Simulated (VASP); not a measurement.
# AlP (F-43m) in VASP: single point with PBE

Aim: the single point of AlP with PBE.

Program: VASP 6.6.1. These are calculated values, not measurements. Logs are shortened: lines on timing, memory, paths and dates and some standing lists are left out, and cuts for length are marked.

## Step 1: The cell of the first run

It takes space group F-43m (No. 216, cubic). Conventional cell: a = 5.451 Å, b = 5.451 Å, c = 5.451 Å, α = 90.00°, β = 90.00°, γ = 90.00°. Within 3.1 Å of Al (site symmetry -43m) lie 4 P at 2.36 Å. P (site symmetry -43m) has 4 Al at 2.36 Å within 3.1 Å.

## Step 2: Single point, PBE

File POSCAR:

```
AlP
1.0
    0.0000000000      2.7255000000      2.7255000000
    2.7255000000      0.0000000000      2.7255000000
    2.7255000000      2.7255000000      0.0000000000
Al P
1 1
Direct
    0.0000000000      0.0000000000      0.0000000000
    0.7500000000      0.7500000000      0.7500000000
```

File INCAR.step1:

```
PREC = Accurate
ENCUT = 400
EDIFF = 1E-6
ISMEAR = 0
SIGMA = 0.01
LREAL = False
LASPH = True
NELM = 120
ALGO = Normal
ISIF = 2
LWAVE = False
LCHARG = True
GGA = PE
NBANDS = 11
GGA_COMPAT = False
NEDOS = 2001
LORBIT = 11
```

File KPOINTS.step1:

```
regular mesh
0
Gamma
  5 5 5
```

File INCAR.step2:

```
PREC = Accurate
ENCUT = 400
EDIFF = 1E-6
ISMEAR = -5
SIGMA = 0.01
LREAL = False
LASPH = True
NELM = 120
ALGO = Normal
ISIF = 2
LWAVE = False
LCHARG = False
GGA = PE
LORBIT = 10
NBANDS = 11
NEDOS = 1001
ICHARG = 11
GGA_COMPAT = False
```

File KPOINTS.step2:

```
regular mesh
0
Gamma
  8 8 8
```

Potentials or basis: VASP PAW PBE potentials, release 64 (Al, P).

Started as:

```console
$ cat potpaw_PBE.64/Al/POTCAR potpaw_PBE.64/P/POTCAR > POTCAR
$ cp INCAR.step1 INCAR
$ cp KPOINTS.step1 KPOINTS
$ mpirun -np 1 vasp_std > vasp.out
$ cp INCAR.step2 INCAR
$ cp KPOINTS.step2 KPOINTS
$ mpirun -np 1 vasp_std > vasp.out
```

OUTCAR:

```text
PREC = Accurate
   ENCUT = 400
   EDIFF = 1E-6
   ISMEAR = -5
   LREAL = False
   LASPH = True
   NELM = 120
   ISIF = 2
   GGA = PE
   LORBIT = 10
   ICHARG = 11

 ion  position               nearest neighbor table
   1  0.000  0.000  0.000-   2 2.36   2 2.36   2 2.36   2 2.36
   2  0.750  0.750  0.750-   1 2.36   1 2.36   1 2.36   1 2.36

  LATTYP: Found a face centered cubic cell.
 ALAT       =     5.4510000000

  Lattice vectors:

 A1 = (   0.0000000000,   2.7255000000,   2.7255000000)
 A2 = (   2.7255000000,   0.0000000000,   2.7255000000)
 A3 = (   2.7255000000,   2.7255000000,   0.0000000000)

Analysis of symmetry for initial positions (statically):
=====================================================================
 Subroutine PRICEL returns:
 Original cell was already a primitive cell.

 Routine SETGRP: Setting up the symmetry group for a
 face centered cubic supercell.

 Subroutine GETGRP returns: Found 24 space group operations
 (whereof 24 operations were pure point group operations)
 out of a pool of 48 trial point group operations.

The static configuration has the point symmetry T_d .

Analysis of symmetry for dynamics (positions and initial velocities):
=====================================================================
 Subroutine PRICEL returns:
 Original cell was already a primitive cell.

 Routine SETGRP: Setting up the symmetry group for a
 face centered cubic supercell.

 Subroutine GETGRP returns: Found 24 space group operations
 (whereof 24 operations were pure point group operations)
 out of a pool of 48 trial point group operations.

The dynamic configuration has the point symmetry T_d .

 Subroutine INISYM returns: Found 24 space group operations
 (whereof 24 operations are pure point group operations),
 and found     1 'primitive' translations

----------------------------------------------------------------------------------------

                                     Primitive cell

  volume of cell :      40.4919

  direct lattice vectors                    reciprocal lattice vectors
     0.000000000  2.725500000  2.725500000    -0.183452578  0.183452578  0.183452578
     2.725500000  0.000000000  2.725500000     0.183452578 -0.183452578  0.183452578
     2.725500000  2.725500000  0.000000000     0.183452578  0.183452578 -0.183452578

  length of vectors
     3.854439064  3.854439064  3.854439064     0.317749185  0.317749185  0.317749185

  position of ions in fractional coordinates (direct lattice)
     0.000000000  0.000000000  0.000000000
     0.750000000  0.750000000  0.750000000

  ion indices of the primitive-cell ions
   primitive index   ion index
                 1           1
                 2           2

----------------------------------------------------------------------------------------

 KPOINTS: regular mesh

Automatic generation of k-mesh.
 Grid dimensions read from file:
 generate k-points for:    8    8    8

 Generating k-lattice:

  Cartesian coordinates                     Fractional coordinates (reciprocal lattice)
    -0.022931572  0.022931572  0.022931572     0.125000000  0.000000000  0.000000000
     0.022931572 -0.022931572  0.022931572     0.000000000  0.125000000  0.000000000
     0.022931572  0.022931572 -0.022931572     0.000000000  0.000000000  0.125000000

  Length of vectors
     0.039718648  0.039718648  0.039718648

  Shift w.r.t. Gamma in fractional coordinates (k-lattice)
     0.000000000  0.000000000  0.000000000

 TETIRR: Found     76 inequivalent tetrahedra from     3072

 Subroutine IBZKPT returns following result:
 ===========================================

 Found     29 irreducible k-points:

 Following reciprocal coordinates:
            Coordinates               Weight
  0.000000  0.000000  0.000000      1.000000
  0.125000  0.000000  0.000000      8.000000
  0.250000  0.000000  0.000000      8.000000
  0.375000  0.000000  0.000000      8.000000
  0.500000  0.000000  0.000000      4.000000
  0.125000  0.125000  0.000000      6.000000
[... 16 lines left out ...]
  0.500000  0.250000  0.125000     48.000000
 -0.375000  0.250000  0.125000     24.000000
 [... further k-points ...]
   k-points           NKPTS =     29   k-points in BZ     NKDIM =     29   number of bands    NBANDS=     11
   number of dos      NEDOS =   1001   number of ions     NIONS =      2
   total plane-waves  NPLWV =  21952
   dimension x,y,z NGX =    28 NGY =   28 NGZ =   28
   dimension x,y,z NGXF=    56 NGYF=   56 NGZF=   56
   ions per type =               1   1
   NGX,Y,Z   is equivalent  to a cutoff of  12.08, 12.08, 12.08 a.u.
   NGXF,Y,Z  is equivalent  to a cutoff of  24.15, 24.15, 24.15 a.u.
 SYSTEM =  unknown system
   PREC   = accura    normal or accurate (medium, high low for compatibility)
   ISTART =      0    job   : 0-new  1-cont  2-samecut
   ICHARG =     11    charge: 1-file 2-atom 10-const
   ISPIN  =      1    spin polarized calculation?
   LNONCOLLINEAR =      F non collinear calculations
   LSORBIT =      F    spin-orbit coupling
   LASPH  =      T    aspherical Exc in radial PAW
   ENCUT  =  400.0 eV  29.40 Ry    5.42 a.u.   6.29  6.29  6.29*2*pi/ulx,y,z
   NELM   =    120;   NELMIN=  2; NELMDL=  0     # of ELM steps
   EDIFF  = 0.1E-05   stopping-criterion for ELM
   LREAL  =      F    real-space projection
   EDIFFG = 0.1E-04   stopping-criterion for IOM
   NSW    =      0    number of steps for IOM
   IBRION =     -1    ionic relax: 0-MD 1-quasi-New 2-CG
   NFREE  =      0    steps in history (QN), initial steepest desc. (CG)
   ISIF   =      2    stress and relaxation
   ISYM   =      2    0-nonsym 1-usesym 2-fastsym
   POTIM  = 0.5000    time-step for ionic-motion
   TEBEG  =    0.0;   TEEND  =   0.0 temperature during run
   PSTRESS=    0.0 pullay stress
   NELECT =       8.0000    total number of electrons
   NUPDOWN=      -1.0000    fix difference up-down
   EMIN   =  10.00;   EMAX   =-10.00  energy-range for DOS
   EFERMI =   0.00;   METHOD = LEGACY
   ISMEAR =    -5;   SIGMA  =   0.01  broadening in eV -4-tet -1-fermi 0-gaus
   EFERMI_NEDOS =   21; number of points for ismear=-14 and -15
   IALGO  =     38    algorithm
   IMIX   =      4    mixing-type and parameters
     AMIX     =   0.40;   BMIX     =  1.00
     AMIX_MAG =   1.60;   BMIX_MAG =  1.00
  volume/ion in A,a.u.               =      20.25       136.63
  Fermi-wavevector in a.u.,A,eV,Ry     =   0.953488  1.801831 12.369596  0.909140
  Thomas-Fermi vector in A             =   2.082148
   LORBIT       =     10    0 simple, 1 ext, 2 COOP (PROOUT), +10 PAW based schemes
   GGA     = PE    functional components
   LHFCALC =     F    Hartree Fock is set to
   AEXX    =    0.0000 exact exchange contribution
   IVDW    =     0    specifies the selected vdW correction
   LEPSILON=     F    determine dielectric tensor
   LRPA    =     F    only Hartree local field effects (RPA)
 non-spin polarized calculation
 Fermi weights with tetrahedron method with Bloechl corrections
  energy-cutoff  :      400.00
  volume of cell :       40.49
 maximum number of plane-waves:       754
 NGX is ok and might be reduce to    28

 number of electron       8.0000000 magnetization

 Free energy of the ion-electron system (eV)
  ---------------------------------------------------
  ext. energy  EPLUGINS =         0.00000000
  ---------------------------------------------------
  free energy    TOTEN  =       -10.36641745 eV

  energy without entropy =      -10.36641745  energy(sigma->0) =      -10.36641745

 E-fermi :   4.6648     XC(G=0):  -9.2222

 val. band max:        4.6398499221   @ k =   0.0000   0.0000   0.0000
 cond. band min:       6.2005222334   @ k =   0.5000   0.5000   0.0000
 fundamental gap:      1.5606723113
 Fermi energy:         4.6647515915

 k-point     1 :       0.0000    0.0000    0.0000
  band No.  band energies     occupation
      1      -6.8960      2.00000
      2       4.6398      2.00000
      3       4.6398      2.00000
      4       4.6398      2.00000
      5       7.9860      0.00000
      6       9.1994      0.00000
      7       9.1994      0.00000
      8       9.1994      0.00000
      9      13.4736      0.00000
     10      13.4736      0.00000
     11      14.9582      0.00000

 k-point     2 :       0.1250    0.0000    0.0000
  band No.  band energies     occupation
      1      -6.7225      2.00000
      2       3.4140      2.00000
      3       4.4906      2.00000
      4       4.4906      2.00000
      5       8.3786      0.00000
      6       9.4846      0.00000
      7       9.4846      0.00000
      8       9.7500      0.00000
      9      12.9833      0.00000
     10      12.9833      0.00000
     11      15.5888      0.00000

 k-point     3 :       0.2500    0.0000    0.0000
  band No.  band energies     occupation
      1      -6.2338      2.00000
      2       1.4544      2.00000
      3       4.1945      2.00000
      4       4.1945      2.00000
      5       7.9826      0.00000
      6       9.7895      0.00000
      7       9.7895      0.00000
      8      11.6073      0.00000
      9      12.9643      0.00000
     10      12.9643      0.00000
     11      15.0292      0.00000
[... 267 lines left out ...]
 k-point    23 :       0.5000    0.2500    0.1250
  band No.  band energies     occupation
      1      -5.2170      2.00000
      2       0.0120      2.00000
      3       2.1646      2.00000
      4       3.3344      2.00000
      5       8.5943      0.00000
      6       9.4440      0.00000
      7      10.6908      0.00000
      8      11.7629      0.00000
      9      14.1464      0.00000
     10      16.0140      0.00000
     11      17.4953      0.00000

 k-point    24 :      -0.3750    0.2500    0.1250
  band No.  band energies     occupation
      1      -4.8861      2.00000
      2      -0.5536      2.00000
      3       2.0306      2.00000
      4       3.1456      2.00000
      5       8.5906      0.00000
      6       9.1776      0.00000
      7      11.5446      0.00000
      8      12.3629      0.00000
      9      13.6600      0.00000
     10      16.1272      0.00000
     11      17.4126      0.00000

 [... further k-points ...]

------------------------ aborting loop because EDIFF is reached ----------------------------------------

  FORCE on cell =-STRESS in cart. coord.  units (eV):
  Direction    XX          YY          ZZ          XY          YZ          ZX
  --------------------------------------------------------------------------------------
  -------------------------------------------------------------------------------------
  Total        0.5864733      0.5864733      0.5864733      0.0000000     -0.0000000      0.0000000
  in kB       23.2054665     23.2054665     23.2054665      0.0000000     -0.0000000      0.0000000
  external PRESSURE =      23.2054665 kB  Pullay stress =       0.0000000 kB

 VOLUME and BASIS-vectors are now :
 -----------------------------------------------------------------------------
  energy-cutoff  :      400.00
  volume of cell :       40.49
      direct lattice vectors                 reciprocal lattice vectors
     0.000000000  2.725500000  2.725500000    -0.183452578  0.183452578  0.183452578
     2.725500000  0.000000000  2.725500000     0.183452578 -0.183452578  0.183452578
     2.725500000  2.725500000  0.000000000     0.183452578  0.183452578 -0.183452578

 POSITION                                       TOTAL-FORCE (eV/Angst)
 -----------------------------------------------------------------------------------
      0.00000      0.00000      0.00000         0.000000      0.000000      0.000000
      4.08825      4.08825      4.08825        -0.000000     -0.000000     -0.000000
 -----------------------------------------------------------------------------------
    total drift:                               -0.000000     -0.000000     -0.000000

  FREE ENERGIE OF THE ION-ELECTRON SYSTEM (eV)
  ---------------------------------------------------
  free  energy   TOTEN  =       -10.3664174522 eV

  energy  without entropy=      -10.3664174522  energy(sigma->0) =      -10.36641745

 total charge

# of ion       s       p       d       tot
------------------------------------------
    1        0.396   0.389   0.000   0.785
    2        1.009   1.598   0.000   2.608
--------------------------------------------------
tot          1.406   1.987   0.000   3.392
```

Wall time 6.5 s (1 thread of Intel Xeon 6975P-C (Granite Rapids), shared host); peak memory 0.13 GiB.

Results:

```
Valence electrons inside the program's atomic spheres : Al 0.79; P 2.61
```
